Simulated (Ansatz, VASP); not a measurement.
**CaSe: VASP beside Ansatz**

The input INCAR:

```
SYSTEM = CaSe
ALGO = Normal
EDIFF = 1E-6
ENCUT = 520
GGA = CA
ISIF = 2
ISMEAR = 0
LASPH = .TRUE.
LCHARG = .FALSE.
LREAL = .FALSE.
LWAVE = .FALSE.
NBANDS = 15
NELM = 60
PREC = Accurate
SIGMA = 0.01
```

Contents of KPOINTS:

```
k-points
0
G
  8 8 8
  0 0 0
```

File POSCAR:

```
CaSe
1.0
    0.0000000000      2.9675264115      2.9675264115
    2.9675264115      0.0000000000      2.9675264115
    2.9675264115      2.9675264115      0.0000000000
Ca Se
1 1
Direct
    0.0000000000      0.0000000000      0.0000000000
    0.5000000000      0.5000000000      0.5000000000
```

Input for Ansatz:

```yaml
crystal:
  lattice:
    - [0.0, 2.9675264115, 2.9675264115]
    - [2.9675264115, 0.0, 2.9675264115]
    - [2.9675264115, 2.9675264115, 0.0]
  atoms:
    - { symbol: Ca, position: [0.0, 0.0, 0.0] }
    - { symbol: Se, position: [0.5, 0.5, 0.5] }
kpoints:
  mp_grid: { grid: [8, 8, 8] }
  band_path:
    path:
      - [0.0, 0.0, 0.0]
      - [0.5, 0.0, 0.5]
      - [0.625, 0.25, 0.625]
      - [0.375, 0.375, 0.75]
      - [0.5, 0.5, 0.5]
      - [0.5, 0.25, 0.75]
      - [0.0, 0.5, 0.5]
    npoints: 1
hamiltonian:
  xc: lda
scf:
  occupations: { method: fixed }
  n_extra_bands: 4
output:
  forces: true
  stress: true
  eigenvalues: true
```

Alike in both runs: task single point; functional LDA; k mesh 8 × 8 × 8; no spin polarisation.

```csv
,VASP,Ansatz
version,VASP 6.6.1,Ansatz 0.2.0
potentials or method,"VASP PAW LDA potentials, release 64 (Ca_sv, Se)","plane waves, PAW"
plane-wave cutoff (eV),520,420
occupations,"gaussian, width 0.01 eV",fixed
valence electrons in the cell,16,26
```

```tsv
	VASP	Ansatz	Ansatz less VASP
gap on the k mesh at the Fermi level (eV)	1.89	1.90	+0.016
pressure (GPa)	-3.4	-3.6	-0.22
```

LDA's correlation is that of Perdew and Zunger in VASP and of Perdew and Wang (1992) in Ansatz. VASP's potentials hold 16 valence electrons a cell and Ansatz's 26, so a difference there can come from the potentials and not from the codes.
